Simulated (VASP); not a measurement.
# TiSi12N16 (a cell with a defect) in VASP: further runs

Runs on TiSi12N16 (a cell with a defect). Level: PBE. Tasks: single point.

Everything below comes from runs of VASP 6.6.1. Logs are shortened: lines on timing, memory, paths and dates and some standing lists are left out, and cuts for length are marked.

### 1 The cell of the first run

The cell holds a defect, 29 atoms: a = 7.663 Å, b = 7.663 Å, c = 5.852 Å, α = 90.00°, β = 90.00°, γ = 120.00°.

### 2 Single point, PBE

Input file INCAR:

```
SYSTEM = TiSi12N16
PREC = Accurate
ENCUT = 520
EDIFF = 1E-7
ISMEAR = -1
SIGMA = 0.01
LREAL = Auto
LASPH = .TRUE.
NELM = 100
ALGO = Normal
ISIF = 2
LWAVE = .FALSE.
LCHARG = .FALSE.
GGA = PE
NBANDS = 90
```

Input file KPOINTS:

```
Automatic mesh
0
Gamma
  1 1 1
  0.25 0.25 0.25
```

Input file POSCAR:

```
TiSi12N16
1.0
    7.6633883300      0.0000000000      0.0000000000
   -3.8316941700      6.6366889800      0.0000000000
    0.0000000000      0.0000000000      5.8522780000
Si N Ti
12 16 1
Direct
    0.2281224351      0.8255178172      0.3755840034
    0.4010948466      0.2291938050      0.1307012415
    0.8233737414      0.5889099236      0.1267014315
    0.1769328066      0.4163259734      0.3776013375
    0.5928814555      0.7658752754      0.3757470168
    0.7686892219      0.1729571784      0.1288501674
    0.2321944765      0.8186601808      0.8733491471
    0.4058945814      0.2303338313      0.6225758585
    0.8218379389      0.5858341429      0.6233003627
    0.1589367944      0.3874822231      0.8706537864
    0.5869276595      0.7592749962      0.8711342831
    0.7700956352      0.1727290526      0.6231544366
    0.3362687835      0.6735794028      0.3750662563
    0.6627532619      0.3279978927      0.1298625937
    0.9664379123      0.6690001616      0.3748839341
    0.2899578758      0.9651234251      0.1211323180
    0.6706120517      0.6995554581      0.1226718895
    0.3322147065      0.3074450236      0.3793727844
    0.0286383191      0.3407990049      0.1320543898
    0.7011636499      0.0264894137      0.3753753667
    0.3283246826      0.6563236598      0.8735294188
    0.6628910579      0.3259437057      0.6271506583
    0.9649954446      0.6701403386      0.8731763939
    0.2921031331      0.9678154302      0.6259114827
    0.6627140976      0.6892952214      0.6216888535
    0.3296417481      0.2939190018      0.8745315927
    0.0266097338      0.3499052023      0.6155134804
    0.7154342733      0.0272429521      0.8746001130
    0.0279382459      0.0096632523     -0.0564821083
```

Potentials or basis: VASP PAW PBE potentials, release 64 (Si, N, Ti_sv).

Started as:

```sh
$ cat potpaw_PBE.64/Si/POTCAR potpaw_PBE.64/N/POTCAR potpaw_PBE.64/Ti_sv/POTCAR > POTCAR
$ mpirun -np 1 vasp_std > vasp.out
```

OUTCAR:

```text
SYSTEM = TiSi12N16
   PREC = Accurate
   ENCUT = 520
   EDIFF = 1E-7
   ISMEAR = -1
   LREAL = Auto
   LASPH = .TRUE.
   NELM = 100
   ISIF = 2
   GGA = PE

 ion  position               nearest neighbor table
   1  0.228  0.826  0.376-  13 1.73  24 1.74  15 1.75  16 1.75   7 2.91   7 2.94   4 2.96   2 3.05
                             5 3.05   8 3.06   3 3.07   9 3.07
   2  0.401  0.229  0.131-  26 1.75  18 1.75  14 1.75  16 1.76  29 2.72   8 2.88   8 2.97   3 3.03
                             1 3.05   6 3.06  10 3.08   4 3.09   7 3.13
   3  0.823  0.589  0.127-  15 1.74  14 1.75  17 1.76  23 1.76   9 2.91   9 2.95  29 2.99   6 3.00
                             2 3.03   1 3.07   5 3.08  11 3.10   7 3.10
   4  0.177  0.416  0.378-  27 1.71  13 1.72  19 1.74  18 1.76  10 2.89   1 2.96   5 2.97  10 2.97
                            12 3.07   6 3.09   2 3.09   8 3.11
   5  0.593  0.766  0.376-  13 1.73  25 1.74  20 1.74  17 1.76  11 2.90  11 2.95   4 2.97   1 3.05
                            12 3.07   6 3.07   3 3.08   9 3.08
   6  0.769  0.173  0.129-  20 1.74  14 1.74  19 1.75  28 1.78  12 2.89  12 2.96   3 3.00  10 3.00
                            29 3.03   2 3.06   5 3.07   4 3.09  11 3.14
   7  0.232  0.819  0.873-  21 1.73  16 1.75  24 1.76  23 1.78  29 2.66   1 2.91   1 2.94  11 2.97
                            10 3.06   3 3.10   9 3.10   8 3.11   2 3.13
   8  0.406  0.230  0.623-  22 1.72  18 1.74  26 1.74  24 1.75   2 2.88   2 2.97   9 2.98  12 3.04
                             1 3.06  10 3.07   4 3.11   7 3.11
   9  0.822  0.586  0.623-  22 1.74  15 1.74  23 1.75  25 1.76   3 2.91   3 2.95   8 2.98  12 2.99
[... 5 lines left out ...]
  12  0.770  0.173  0.623-  22 1.74  27 1.74  20 1.75  28 1.77   6 2.89   6 2.96  10 2.96   9 2.99
                             8 3.04   5 3.07   4 3.07  11 3.11
  13  0.336  0.674  0.375-   4 1.72   5 1.73   1 1.73
  14  0.663  0.328  0.130-   6 1.74   3 1.75   2 1.75
  15  0.966  0.669  0.375-   3 1.74   9 1.74   1 1.75
  16  0.290  0.965  0.121-   7 1.75   1 1.75   2 1.76
  17  0.671  0.700  0.123-  11 1.76   3 1.76   5 1.76
  18  0.332  0.307  0.379-   8 1.74   2 1.75   4 1.76
  19  0.029  0.341  0.132-   4 1.74   6 1.75  10 1.76
  20  0.701  0.026  0.375-   5 1.74   6 1.74  12 1.75
  21  0.328  0.656  0.874-  11 1.73   7 1.73  10 1.80
  22  0.663  0.326  0.627-   8 1.72  12 1.74   9 1.74
  23  0.965  0.670  0.873-   9 1.75   3 1.76   7 1.78
  24  0.292  0.968  0.626-   1 1.74   8 1.75   7 1.76
  25  0.663  0.689  0.622-   5 1.74  11 1.75   9 1.76
  26  0.330  0.294  0.875-   8 1.74   2 1.75  10 1.78  29 2.28
  27  0.027  0.350  0.616-   4 1.71  12 1.74  10 1.75
  28  0.715  0.027  0.875-  12 1.77  11 1.78   6 1.78
  29  0.028  0.010  0.944-  26 2.28  10 2.58   7 2.66   2 2.72  11 2.97   3 2.99   6 3.03

  LATTYP: Found a hexagonal cell.
 ALAT       =     7.6633883300
 C/A-ratio  =     0.7636671597

  Lattice vectors:

 A1 = (   7.6633883300,   0.0000000000,   0.0000000000)
 A2 = (  -3.8316941700,   6.6366889800,   0.0000000000)
 A3 = (   0.0000000000,   0.0000000000,   5.8522780000)

Analysis of symmetry for initial positions (statically):
=====================================================================
 Subroutine PRICEL returns:
 Original cell was already a primitive cell.

 Routine SETGRP: Setting up the symmetry group for a
 hexagonal supercell.

 Subroutine GETGRP returns: Found  1 space group operations
 (whereof  1 operations were pure point group operations)
 out of a pool of 24 trial point group operations.

The static configuration has the point symmetry C_1 .

Analysis of symmetry for dynamics (positions and initial velocities):
=====================================================================
 Subroutine PRICEL returns:
 Original cell was already a primitive cell.

 Routine SETGRP: Setting up the symmetry group for a
 hexagonal supercell.

 Subroutine GETGRP returns: Found  1 space group operations
 (whereof  1 operations were pure point group operations)
 out of a pool of 24 trial point group operations.

The dynamic configuration has the point symmetry C_1 .

 Subroutine INISYM returns: Found  1 space group operations
 (whereof  1 operations are pure point group operations),
 and found     1 'primitive' translations

----------------------------------------------------------------------------------------

                                     Primitive cell

  volume of cell :     297.6441

  direct lattice vectors                    reciprocal lattice vectors
     7.663388330  0.000000000  0.000000000     0.130490582  0.075338772  0.000000000
[... 71 lines left out ...]
 KPOINTS: Automatic mesh

Automatic generation of k-mesh.
 Grid dimensions read from file:
 generate k-points for:    1    1    1

 Generating k-lattice:

  Cartesian coordinates                     Fractional coordinates (reciprocal lattice)
     0.130490582  0.075338772  0.000000000     1.000000000  0.000000000  0.000000000
     0.000000000  0.150677545  0.000000000     0.000000000  1.000000000  0.000000000
     0.000000000  0.000000000  0.170873632     0.000000000  0.000000000  1.000000000

  Length of vectors
     0.150677545  0.150677545  0.170873632

  Shift w.r.t. Gamma in fractional coordinates (k-lattice)
     0.250000000  0.250000000  0.250000000

 Subroutine IBZKPT returns following result:
 ===========================================

 Found      6 irreducible k-points:

 Following reciprocal coordinates:
            Coordinates               Weight
  0.250000  0.250000  0.250000      2.000000
 -0.250000  0.500000  0.250000      2.000000
  0.500000  0.250000  0.250000      2.000000
 -0.250000 -0.250000  0.250000      2.000000
  0.250000  0.500000  0.250000      2.000000
  0.500000 -0.250000  0.250000      2.000000
   k-points           NKPTS =      6   k-points in BZ     NKDIM =      6   number of bands    NBANDS=     90
   number of dos      NEDOS =    301   number of ions     NIONS =     29
   total plane-waves  NPLWV = 172800
   dimension x,y,z NGX =    60 NGY =   60 NGZ =   48
   dimension x,y,z NGXF=   120 NGYF=  120 NGZF=   96
   ions per type =              12  16   1
   NGX,Y,Z   is equivalent  to a cutoff of  13.02, 13.02, 13.64 a.u.
   NGXF,Y,Z  is equivalent  to a cutoff of  26.03, 26.03, 27.27 a.u.
 SYSTEM =  TiSi12N16
   PREC   = accura    normal or accurate (medium, high low for compatibility)
   ISTART =      0    job   : 0-new  1-cont  2-samecut
   ICHARG =      2    charge: 1-file 2-atom 10-const
   ISPIN  =      1    spin polarized calculation?
   LNONCOLLINEAR =      F non collinear calculations
   LSORBIT =      F    spin-orbit coupling
   LASPH  =      T    aspherical Exc in radial PAW
   ENCUT  =  520.0 eV  38.22 Ry    6.18 a.u.  14.25 14.25 10.88*2*pi/ulx,y,z
   NELM   =    100;   NELMIN=  2; NELMDL= -5     # of ELM steps
   EDIFF  = 0.1E-06   stopping-criterion for ELM
   LREAL  =      T    real-space projection
   EDIFFG = 0.1E-05   stopping-criterion for IOM
   NSW    =      0    number of steps for IOM
   IBRION =     -1    ionic relax: 0-MD 1-quasi-New 2-CG
   NFREE  =      0    steps in history (QN), initial steepest desc. (CG)
   ISIF   =      2    stress and relaxation
   ISYM   =      2    0-nonsym 1-usesym 2-fastsym
   POTIM  = 0.5000    time-step for ionic-motion
   TEBEG  =    0.0;   TEEND  =   0.0 temperature during run
   PSTRESS=    0.0 pullay stress
   NELECT =     140.0000    total number of electrons
   NUPDOWN=      -1.0000    fix difference up-down
   EMIN   =  10.00;   EMAX   =-10.00  energy-range for DOS
   EFERMI =   0.00;   METHOD = LEGACY
   ISMEAR =    -1;   SIGMA  =   0.01  broadening in eV -4-tet -1-fermi 0-gaus
   EFERMI_NEDOS =   21; number of points for ismear=-14 and -15
   IALGO  =     38    algorithm
   IMIX   =      4    mixing-type and parameters
     AMIX     =   0.40;   BMIX     =  1.00
     AMIX_MAG =   1.60;   BMIX_MAG =  1.00
  volume/ion in A,a.u.               =      10.26        69.26
  Fermi-wavevector in a.u.,A,eV,Ry     =   1.273166  2.405935 22.054393  1.620952
  Thomas-Fermi vector in A             =   2.406005
   LORBIT       =      0    0 simple, 1 ext, 2 COOP (PROOUT), +10 PAW based schemes
   GGA     = PE    functional components
   LHFCALC =     F    Hartree Fock is set to
   AEXX    =    0.0000 exact exchange contribution
   IVDW    =     0    specifies the selected vdW correction
   LEPSILON=     F    determine dielectric tensor
   LRPA    =     F    only Hartree local field effects (RPA)
 non-spin polarized calculation
  energy-cutoff  :      520.00
  volume of cell :      297.64
 maximum number of plane-waves:      8005
 NGX is ok and might be reduce to    60
   NGX = 29   NGY = 29   NGZ = 21

 number of electron     139.9999996 magnetization

 Free energy of the ion-electron system (eV)
  ---------------------------------------------------
  ext. energy  EPLUGINS =         0.00000000
  ---------------------------------------------------
  free energy    TOTEN  =      -231.22131921 eV

  energy without entropy =     -231.22100735  energy(sigma->0) =     -231.22116328

 E-fermi :  10.9508     XC(G=0): -11.1340

 val. band max:       10.8980530642   @ k =  -0.2500  -0.2500   0.2500
 cond. band min:      11.0030360968   @ k =   0.2500   0.2500   0.2500
 fundamental gap:      0.1049830327
 Fermi energy:        10.9508046013

 k-point     1 :       0.2500    0.2500    0.2500
  band No.  band energies     occupation
      1     -45.8110      2.00000
      2     -22.4614      2.00000
      3     -22.3240      2.00000
      4     -21.9121      2.00000
      5     -10.3503      2.00000
      6      -9.9127      2.00000
[... 499 lines left out ...]
     81      13.1245      0.00000
     82      13.2307      0.00000
 [bands above 82 left out]

------------------------ aborting loop because EDIFF is reached ----------------------------------------

  FORCE on cell =-STRESS in cart. coord.  units (eV):
  Direction    XX          YY          ZZ          XY          YZ          ZX
  --------------------------------------------------------------------------------------
  -------------------------------------------------------------------------------------
  Total        3.2587376      1.9150209     12.2696767      1.8828312     -0.7793655      1.6502651
  in kB       17.5413382     10.3082956     66.0459901     10.1350224     -4.1952179      8.8831513
  external PRESSURE =      31.2985413 kB  Pullay stress =       0.0000000 kB

 VOLUME and BASIS-vectors are now :
 -----------------------------------------------------------------------------
  energy-cutoff  :      520.00
  volume of cell :      297.64
      direct lattice vectors                 reciprocal lattice vectors
     7.663388330  0.000000000  0.000000000     0.130490582  0.075338772  0.000000000
    -3.831694170  6.636688980  0.000000000     0.000000000  0.150677545  0.000000000
     0.000000000  0.000000000  5.852278000     0.000000000  0.000000000  0.170873632

 POSITION                                       TOTAL-FORCE (eV/Angst)
 -----------------------------------------------------------------------------------
     -1.41494      5.47871      2.19802         0.054695     -0.011521     -0.058746
      2.19555      1.52109      0.76490        -0.340122     -0.065399     -0.126070
      4.05331      3.90841      0.74149        -0.019582     -0.119575     -0.122593
     -0.23933      2.76303      2.20983         0.078750     -0.160886     -0.107402
      1.60888      5.08288      2.19898         0.014869     -0.116060     -0.039016
      5.22805      1.14786      0.75407        -0.065277      0.001732     -0.143542
[... 21 lines left out ...]
      5.37826      0.18080      5.11840        -0.246914      0.060676     -0.006681
      0.17708      0.06413      5.52173        -0.755083     -0.165089      2.533750
 -----------------------------------------------------------------------------------
    total drift:                               -0.008089     -0.007060     -0.003847

  FREE ENERGIE OF THE ION-ELECTRON SYSTEM (eV)
  ---------------------------------------------------
  free  energy   TOTEN  =      -231.2213192139 eV

  energy  without entropy=     -231.2210073513  energy(sigma->0) =     -231.22116328
```

Wall time 5.5 min (1 thread of Intel Xeon Platinum 8488C (Sapphire Rapids), shared host); peak memory 0.47 GiB.

Results:

| Property | Result |
| --- | --- |
| Free energy | -231.2213 eV |
| Pressure | 3.1 GPa |
| Largest force | 2.649 eV/Å |
| Band gap on the k mesh | 0.10 eV |

Forces on the atoms (eV/Å):
```
Si   0.055 -0.012 -0.059
Si  -0.340 -0.065 -0.126
Si  -0.020 -0.120 -0.123
Si   0.079 -0.161 -0.107
Si   0.015 -0.116 -0.039
Si  -0.065  0.002 -0.144
Si  -0.273  0.149 -0.030
Si   0.082  0.196 -0.026
Si  -0.143  0.076 -0.053
Si   0.252  0.317 -0.341
Si   0.111  0.020 -0.184
Si   0.085  0.126 -0.101
N   -0.032 -0.045 -0.064
N    0.049  0.012 -0.078
N    0.145  0.023  0.070
N    0.081 -0.084  0.130
N    0.220  0.349 -0.043
N    0.066 -0.085  0.020
N    0.474 -0.790 -0.304
N    0.068  0.122  0.050
N   -0.172  0.081  0.024
N    0.158  0.066 -0.090
N    0.117  0.229 -0.116
N    0.149 -0.032 -0.330
N   -0.128 -0.161 -0.079
N    0.126  0.117 -0.139
N   -0.156 -0.108 -0.244
N   -0.247  0.061 -0.007
Ti  -0.755 -0.165  2.534
```

Levels at points of the mesh, in eV from the valence-band top:
| k point | band 68 | band 69 | band 70 | band 71 | band 72 | band 73 |
| --- | --- | --- | --- | --- | --- | --- |
| (0.25, 0.25, 0.25) | -4.20 | -0.34 | -0.06 | 0.10 | 0.84 | 1.08 |

Caveat: semilocal functionals underestimate gaps, and a narrow one can read as zero.

(Part 1 of 2 ends here.)
